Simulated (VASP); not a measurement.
Wanted: the native input for a VASP 6.6.1 run.

| Quantity | Value |
| --- | --- |
| Task | relaxation of cell and atoms |
| Functional | LDA |
| Potentials or basis | VASP PAW LDA potentials, release 64 (Si) |
| Cutoff | 500 eV |
| k mesh | 12 × 12 × 12 |
| Occupations | gaussian, width 0.02 eV |
| Spin | no spin polarisation |
| Dipole correction | no |
| Further INCAR settings | ALGO = Normal; EDIFF = 1e-07; IBRION = 2; EDIFFG = -0.002; NSW = 100; ISIF = 3 |

The structure of Si lies in POSCAR:

```
Si
1.0
    0.0000000000      2.7009713479      2.7009713479
    2.7009713479      0.0000000000      2.7009713479
    2.7009713479      2.7009713479      0.0000000000
Si
2
Direct
    0.0000000000      0.0000000000      0.0000000000
    0.2500000000      0.2500000000      0.2500000000
```

These files were run (other wordings do the same):

INCAR

```
ALGO = Normal ; EDIFF = 1E-7
EDIFFG = -0.002 ; ENCUT = 500
GGA_COMPAT = False ; IBRION = 2
ISIF = 3 ; ISMEAR = 0
LASPH = True ; LCHARG = False
LREAL = False ; LWAVE = False
NELM = 120 ; NELMIN = 4
NSW = 100 ; PREC = Accurate
SIGMA = 0.02
```

KPOINTS

```
k-points
0
Gamma
  12 12 12
```

Potentials or basis: VASP PAW LDA potentials, release 64 (Si).

Command:

```console
$ cat potpaw_LDA.64/Si/POTCAR > POTCAR
$ mpirun -np 1 vasp_std > vasp.out
```

Results of the run:

```json
{
  "Relaxed volume": "19.71 Å³/atom",
  "Relaxed cell": "a = 3.820 Å, b = 3.820 Å, c = 3.820 Å, α = 60.00°, β = 60.00°, γ = 60.00°",
  "Space group after relaxing (to 0.05 Å)": "Fd-3m (No. 227)",
  "Energy gained by relaxing": "0.0 meV/atom",
  "Ionic steps": "3",
  "Pressure after relaxing": "0.0 GPa",
  "Band gap on the k mesh": "0.44 eV, indirect (least direct gap 2.53 eV)"
}
```

Run time: 29 s on 1 thread of AMD EPYC 7R43 64-Core Processor (Zen 3) (shared host), peak memory 0.1 GiB.
